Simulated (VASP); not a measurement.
Write the native input for VASP 6.6.1 that does the following.

| Property | Result |
| --- | --- |
| Task | single point |
| Functional | LDA |
| Potentials or basis | VASP PAW LDA potentials, release 64 (In_d, Se) |
| Cutoff | 520 eV |
| k mesh | 7 × 7 × 6 |
| Occupations | fermi-dirac, width 0.05 eV |
| Spin | no spin polarisation |
| Dipole correction | no |
| Further INCAR settings | ALGO = Normal; EDIFF = 1e-06; NBANDS = 27 |

The structure of InSe lies in POSCAR:

```
InSe
1.0
    5.8263928781     -2.0546489550      0.0000000000
    5.8263928781      2.0546489550      0.0000000000
   -1.7232330140      0.0000000000      4.7713478577
In Se
2 2
Direct
    0.8882032500      0.8882032500      0.0468413600
    0.1117967500      0.1117967500      0.9531586400
    0.6609275900      0.6609275900      0.6689556200
    0.3390724100      0.3390724100      0.3310443800
```

These files were run (other wordings do the same):

INCAR

```
SYSTEM = InSe
PREC = Accurate
ENCUT = 520
EDIFF = 1E-6
ISMEAR = -1
SIGMA = 0.05
LREAL = .False.
LASPH = .True.
NELM = 80
ALGO = Normal
ISIF = 2
LWAVE = .False.
LCHARG = .True.
GGA = CA
LELF = .True.
LVHAR = .True.
NBANDS = 27
```

KPOINTS

```
Automatic mesh
0
Gamma
  7 7 6
  0 0 0
```

Potentials or basis: VASP PAW LDA potentials, release 64 (In_d, Se).

The run is started by

```sh
$ cat potpaw_LDA.64/In_d/POTCAR potpaw_LDA.64/Se/POTCAR > POTCAR
$ mpirun -np 1 vasp_std > vasp.out
```

It gave:

| Property | Result |
| --- | --- |
| Pressure | -2.7 GPa |
| Largest force | 0.068 eV/Å |
| Band gap on the k mesh | 1.01 eV (least direct gap 1.08 eV) |

Caveat: spin-orbit coupling is left out, which moves the levels of the heavy elements.

It took 4.2 min on 1 thread of Intel(R) Xeon(R) Platinum 8488C (Sapphire Rapids) (shared host), peak memory 0.39 GiB.
